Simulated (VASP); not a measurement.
# BN (P6_3/mmc) in VASP: notebook

BN is run at these levels: PBE; tasks: single point.

All numbers are computed with VASP 6.6.1; they aren't measurements. Logs are shortened: lines on timing, memory, paths and dates and some standing lists are left out, and cuts for length are marked.

### 1 The cell of the first run

It takes space group P6_3/mmc (No. 194, hexagonal). The conventional cell has a = 2.575 Å, b = 2.575 Å, c = 6.301 Å, α = 90.00°, β = 90.00°, γ = 120.00°. B (site symmetry -6m2) has 3 N at 1.49 Å within 2.0 Å. Within 2.0 Å of N (site symmetry -6m2) lie 3 B at 1.49 Å.

### 2 Single point, PBE

The input, INCAR:

```
SYSTEM = BN
ALGO = Normal
EDIFF = 1E-6
ENCUT = 520
GGA = PE
ISIF = 2
ISMEAR = 0
LASPH = .TRUE.
LCHARG = .FALSE.
LREAL = .FALSE.
LWAVE = .FALSE.
NBANDS = 16
NELM = 100
PREC = Accurate
SIGMA = 0.05
```

The input, KPOINTS:

```
k-points
0
G
  12 12 4
  0 0 0
```

The input, POSCAR:

```
BN
1.0
    2.5745635121      0.0000000000      0.0000000000
   -1.2872817561      2.2296374052      0.0000000000
    0.0000000000      0.0000000000      6.3010224206
B N
2 2
Direct
    0.3333333333      0.6666666667      0.2500000000
    0.6666666667      0.3333333333      0.7500000000
    0.3333333333      0.6666666667      0.7500000000
    0.6666666667      0.3333333333      0.2500000000
```

Potentials or basis: VASP PAW PBE potentials, release 64 (B, N).

Started as:

```console
cat potpaw_PBE.64/B/POTCAR potpaw_PBE.64/N/POTCAR > POTCAR
mpirun -np 1 vasp_std > vasp.out
```

OUTCAR:

```text
SYSTEM = BN
   EDIFF = 1E-6
   ENCUT = 520
   GGA = PE
   ISIF = 2
   ISMEAR = 0
   LASPH = .TRUE.
   LREAL = .FALSE.
   NELM = 100
   PREC = Accurate

 ion  position               nearest neighbor table
   1  0.333  0.667  0.250-   4 1.49   4 1.49   4 1.49
   2  0.667  0.333  0.750-   3 1.49   3 1.49   3 1.49
   3  0.333  0.667  0.750-   2 1.49   2 1.49   2 1.49
   4  0.667  0.333  0.250-   1 1.49   1 1.49   1 1.49

  LATTYP: Found a hexagonal cell.
 ALAT       =     2.5745635121
 C/A-ratio  =     2.4474138591

  Lattice vectors:

 A1 = (   2.5745635121,   0.0000000000,   0.0000000000)
 A2 = (  -1.2872817561,   2.2296374052,   0.0000000000)
 A3 = (   0.0000000000,   0.0000000000,   6.3010224206)

Analysis of symmetry for initial positions (statically):
=====================================================================
 Subroutine PRICEL returns:
 Original cell was already a primitive cell.

 Routine SETGRP: Setting up the symmetry group for a
 hexagonal supercell.

 Subroutine GETGRP returns: Found 24 space group operations
 (whereof 12 operations were pure point group operations)
 out of a pool of 24 trial point group operations.

The static configuration has the point symmetry D_3d.
 The point group associated with its full space group is D_6h.

Analysis of symmetry for dynamics (positions and initial velocities):
=====================================================================
 Subroutine PRICEL returns:
 Original cell was already a primitive cell.

 Routine SETGRP: Setting up the symmetry group for a
 hexagonal supercell.

 Subroutine GETGRP returns: Found 24 space group operations
 (whereof 12 operations were pure point group operations)
 out of a pool of 24 trial point group operations.

The dynamic configuration has the point symmetry D_3d.
 The point group associated with its full space group is D_6h.

 Subroutine INISYM returns: Found 24 space group operations
 (whereof 12 operations are pure point group operations),
 and found     1 'primitive' translations

----------------------------------------------------------------------------------------

                                     Primitive cell

  volume of cell :      36.1700

  direct lattice vectors                    reciprocal lattice vectors
     2.574563512  0.000000000  0.000000000     0.388415355  0.224251710  0.000000000
    -1.287281756  2.229637405  0.000000000     0.000000000  0.448503419  0.000000000
     0.000000000  0.000000000  6.301022421     0.000000000  0.000000000  0.158704403

  length of vectors
     2.574563512  2.574563512  6.301022421     0.448503419  0.448503419  0.158704403

  position of ions in fractional coordinates (direct lattice)
     0.333333333  0.666666667  0.250000000
     0.666666667  0.333333333  0.750000000
     0.333333333  0.666666667  0.750000000
     0.666666667  0.333333333  0.250000000

  ion indices of the primitive-cell ions
   primitive index   ion index
                 1           1
                 2           2
                 3           3
                 4           4

----------------------------------------------------------------------------------------

 KPOINTS: k-points

Automatic generation of k-mesh.
 Grid dimensions read from file:
 generate k-points for:   12   12    4

 Generating k-lattice:

  Cartesian coordinates                     Fractional coordinates (reciprocal lattice)
     0.032367946  0.018687642  0.000000000     0.083333333  0.000000000  0.000000000
     0.000000000  0.037375285  0.000000000     0.000000000  0.083333333  0.000000000
     0.000000000  0.000000000  0.039676101     0.000000000  0.000000000  0.250000000

  Length of vectors
     0.037375285  0.037375285  0.039676101

  Shift w.r.t. Gamma in fractional coordinates (k-lattice)
     0.000000000  0.000000000  0.000000000

 Subroutine IBZKPT returns following result:
 ===========================================

 Found     57 irreducible k-points:

 Following reciprocal coordinates:
            Coordinates               Weight
  0.000000  0.000000  0.000000      1.000000
  0.083333  0.000000  0.000000      6.000000
  0.166667 -0.000000  0.000000      6.000000
  0.250000 -0.000000  0.000000      6.000000
  0.333333  0.000000  0.000000      6.000000
  0.416667  0.000000  0.000000      6.000000
[... 16 lines left out ...]
  0.250000 -0.000000  0.250000     12.000000
  0.333333  0.000000  0.250000     12.000000
 [... further k-points ...]
   k-points           NKPTS =     57   k-points in BZ     NKDIM =     57   number of bands    NBANDS=     16
   number of dos      NEDOS =    301   number of ions     NIONS =      4
   total plane-waves  NPLWV =  19200
   dimension x,y,z NGX =    20 NGY =   20 NGZ =   48
   dimension x,y,z NGXF=    40 NGYF=   40 NGZF=   96
   ions per type =               2   2
   NGX,Y,Z   is equivalent  to a cutoff of  12.91, 12.91, 12.66 a.u.
   NGXF,Y,Z  is equivalent  to a cutoff of  25.83, 25.83, 25.33 a.u.
 SYSTEM =  BN
   PREC   = accura    normal or accurate (medium, high low for compatibility)
   ISTART =      0    job   : 0-new  1-cont  2-samecut
   ICHARG =      2    charge: 1-file 2-atom 10-const
   ISPIN  =      1    spin polarized calculation?
   LNONCOLLINEAR =      F non collinear calculations
   LSORBIT =      F    spin-orbit coupling
   LASPH  =      T    aspherical Exc in radial PAW
   ENCUT  =  520.0 eV  38.22 Ry    6.18 a.u.   4.79  4.79 11.72*2*pi/ulx,y,z
   NELM   =    100;   NELMIN=  2; NELMDL= -5     # of ELM steps
   EDIFF  = 0.1E-05   stopping-criterion for ELM
   LREAL  =      F    real-space projection
   EDIFFG = 0.1E-04   stopping-criterion for IOM
   NSW    =      0    number of steps for IOM
   IBRION =     -1    ionic relax: 0-MD 1-quasi-New 2-CG
   NFREE  =      0    steps in history (QN), initial steepest desc. (CG)
   ISIF   =      2    stress and relaxation
   ISYM   =      2    0-nonsym 1-usesym 2-fastsym
   POTIM  = 0.5000    time-step for ionic-motion
   TEBEG  =    0.0;   TEEND  =   0.0 temperature during run
   PSTRESS=    0.0 pullay stress
   NELECT =      16.0000    total number of electrons
   NUPDOWN=      -1.0000    fix difference up-down
   EMIN   =  10.00;   EMAX   =-10.00  energy-range for DOS
   EFERMI =   0.00;   METHOD = LEGACY
   ISMEAR =     0;   SIGMA  =   0.05  broadening in eV -4-tet -1-fermi 0-gaus
   EFERMI_NEDOS =   21; number of points for ismear=-14 and -15
   IALGO  =     38    algorithm
   IMIX   =      4    mixing-type and parameters
     AMIX     =   0.40;   BMIX     =  1.00
     AMIX_MAG =   1.60;   BMIX_MAG =  1.00
  volume/ion in A,a.u.               =       9.04        61.02
  Fermi-wavevector in a.u.,A,eV,Ry     =   1.247379  2.357205 21.170055  1.555955
  Thomas-Fermi vector in A             =   2.381514
   LORBIT       =      0    0 simple, 1 ext, 2 COOP (PROOUT), +10 PAW based schemes
   GGA     = PE    functional components
   LHFCALC =     F    Hartree Fock is set to
   AEXX    =    0.0000 exact exchange contribution
   IVDW    =     0    specifies the selected vdW correction
   LEPSILON=     F    determine dielectric tensor
   LRPA    =     F    only Hartree local field effects (RPA)
 non-spin polarized calculation
 Gauss-broadening in eV      SIGMA  =   0.05
  energy-cutoff  :      520.00
  volume of cell :       36.17
 maximum number of plane-waves:       995
 NGX is ok and might be reduce to    20
   NGX =  9   NGY =  9   NGZ = 23

 number of electron      16.0000000 magnetization

 Free energy of the ion-electron system (eV)
  ---------------------------------------------------
  ext. energy  EPLUGINS =         0.00000000
  ---------------------------------------------------
  free energy    TOTEN  =       -34.97610639 eV

  energy without entropy =      -34.97610639  energy(sigma->0) =      -34.97610639

 E-fermi :   2.6252     XC(G=0): -10.2375

 val. band max:        2.4165115273   @ k =   0.3333   0.2500   0.0000
 cond. band min:       6.4309518931   @ k =   0.5000  -0.0000   0.0000
 fundamental gap:      4.0144403658
 Fermi energy:         2.6251844809

 k-point     1 :       0.0000    0.0000    0.0000
  band No.  band energies     occupation
      1     -15.0374      2.00000
      2     -14.5933      2.00000
      3      -3.7203      2.00000
      4      -0.9435      2.00000
      5       0.9205      2.00000
      6       0.9205      2.00000
[... 8 lines left out ...]
     15      13.3774      0.00000
     16      14.4233      0.00000

 k-point     2 :       0.0833    0.0000    0.0000
  band No.  band energies     occupation
      1     -14.9085      2.00000
      2     -14.4709      2.00000
      3      -3.5449      2.00000
      4      -0.7924      2.00000
      5       0.3780      2.00000
      6       0.4477      2.00000
[... 8 lines left out ...]
     15      13.9457      0.00000
     16      13.9550      0.00000

 k-point     3 :       0.1667   -0.0000    0.0000
  band No.  band energies     occupation
      1     -14.5295      2.00000
      2     -14.1119      2.00000
      3      -3.0251      2.00000
      4      -0.9877      2.00000
      5      -0.9027      2.00000
      6      -0.3499      2.00000
[... 8 lines left out ...]
     15      15.2113      0.00000
     16      15.3937      0.00000

 k-point     4 :       0.2500   -0.0000    0.0000
  band No.  band energies     occupation
      1     -13.9268      2.00000
      2     -13.5452      2.00000
      3      -2.7062      2.00000
      4      -2.5894      2.00000
      5      -2.1845      2.00000
      6      -0.5868      2.00000
[... 8 lines left out ...]
     15      17.3078      0.00000
     16      17.4751      0.00000
[... 324 lines left out ...]
 k-point    22 :       0.1667   -0.0000    0.2500
  band No.  band energies     occupation
      1     -14.4726      2.00000
      2     -14.1778      2.00000
      3      -2.7108      2.00000
      4      -1.0382      2.00000
      5      -0.9612      2.00000
      6      -0.7201      2.00000
[... 8 lines left out ...]
     15      15.2365      0.00000
     16      15.3653      0.00000

 k-point    23 :       0.2500   -0.0000    0.2500
  band No.  band energies     occupation
      1     -13.8745      2.00000
      2     -13.6050      2.00000
      3      -2.7155      2.00000
      4      -2.6182      2.00000
      5      -1.8459      2.00000
      6      -0.5718      2.00000
[... 8 lines left out ...]
     15      17.3294      0.00000
     16      17.4474      0.00000

 k-point    24 :       0.3333    0.0000    0.2500
  band No.  band energies     occupation
      1     -13.1213      2.00000
      2     -12.8937      2.00000
      3      -4.3856      2.00000
      4      -4.2828      2.00000
      5      -1.1558      2.00000
      6      -1.0764      2.00000
[... 8 lines left out ...]
     15      18.6317      0.00000
     16      19.6444      0.00000

 [... further k-points ...]
[... 5 lines left out ...]
  --------------------------------------------------------------------------------------
  -------------------------------------------------------------------------------------
  Total       -5.4799105     -5.4799105      1.0494265      0.0000000      0.0000000     -0.0000000
  in kB     -242.7365492   -242.7365492     46.4850941      0.0000000      0.0000000     -0.0000000
  external PRESSURE =    -146.3293347 kB  Pullay stress =       0.0000000 kB

 VOLUME and BASIS-vectors are now :
 -----------------------------------------------------------------------------
  energy-cutoff  :      520.00
  volume of cell :       36.17
      direct lattice vectors                 reciprocal lattice vectors
     2.574563512  0.000000000  0.000000000     0.388415355  0.224251710  0.000000000
    -1.287281756  2.229637405  0.000000000     0.000000000  0.448503419  0.000000000
     0.000000000  0.000000000  6.301022421     0.000000000  0.000000000  0.158704403

 POSITION                                       TOTAL-FORCE (eV/Angst)
 -----------------------------------------------------------------------------------
     -0.00000      1.48642      1.57526         0.000000     -0.000000      0.000000
      1.28728      0.74321      4.72577        -0.000000      0.000000      0.000000
     -0.00000      1.48642      4.72577         0.000000     -0.000000      0.000000
      1.28728      0.74321      1.57526        -0.000000      0.000000     -0.000000
 -----------------------------------------------------------------------------------
    total drift:                               -0.000000      0.000000      0.000000

  FREE ENERGIE OF THE ION-ELECTRON SYSTEM (eV)
  ---------------------------------------------------
  free  energy   TOTEN  =       -34.9761063909 eV

  energy  without entropy=      -34.9761063909  energy(sigma->0) =      -34.97610639
```

Run time: 15 s. Hardware: 1 thread of Intel Xeon 6975P-C, shared host; peak memory 0.16 GiB.

What came out:

```
Free energy            : -34.9761 eV
Pressure               : -14.6 GPa
Band gap on the k mesh : 4.01 eV, indirect (least direct gap 4.31 eV)
```

Stress tensor (GPa, compression positive):
```
-24.27   0.00   0.00
  0.00 -24.27   0.00
  0.00   0.00   4.65
```

Caveat: this functional lacks dispersion, which binds the layers, so the pressure and a relaxed spacing across them are unreliable. A k mesh can miss the band edges.

(Continued in part 2 of 2.)
